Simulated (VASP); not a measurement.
**Ti: single point with PBEsol**

The system is Ti.

```
CELL_PARAMETERS angstrom
2.90091 0.00000 0.00000
-1.45046 2.51226 0.00000
0.00000 0.00000 4.59232
ATOMIC_POSITIONS crystal
Ti 0.33333 0.66667 0.25000
Ti 0.66667 0.33333 0.75000
```

- Program: VASP 6.6.1
- Task: single point
- Functional: PBEsol
- Potentials or basis: VASP PAW PBE potentials, release 64 (Ti_sv)
- Cutoff: 520 eV
- k mesh: 18 × 18 × 10
- Occupations: fermi-dirac, width 0.08 eV
- Spin: no spin polarisation
- Dipole correction: no
- Further INCAR settings: ALGO = Normal; EDIFF = 1e-06; NBANDS = 19

```json
{
  "Pressure": "-0.2 GPa",
  "Band gap on the k mesh": "zero (bands 12 and 13 overlap by 1.11 eV)"
}
```

Levels at points of the mesh, in eV from the Fermi level:
```
           k point  band 9  band 10  band 11  band 12  band 13  band 14  band 15  band 16
(0.00, 0.00, 0.00)   -6.29    -2.77     0.80     0.80     0.90     0.94     1.33     1.33
(0.50, 0.00, 0.00)   -2.39    -2.26    -1.94    -0.57     0.49     0.67     1.25     3.53
(0.00, 0.00, 0.50)   -4.37    -4.37     0.11     0.11     0.70     0.70     0.70     0.70
(0.50, 0.00, 0.50)   -2.64    -2.64    -0.85    -0.85     1.45     1.45     1.81     1.81
```

It took 69 s on 1 thread of AMD EPYC 9R45 96-Core Processor (Zen 5), on a shared host, peak memory 0.21 GiB.

Caveat: the PAW data sets were made with another functional, which shifts forces and pressure a little.
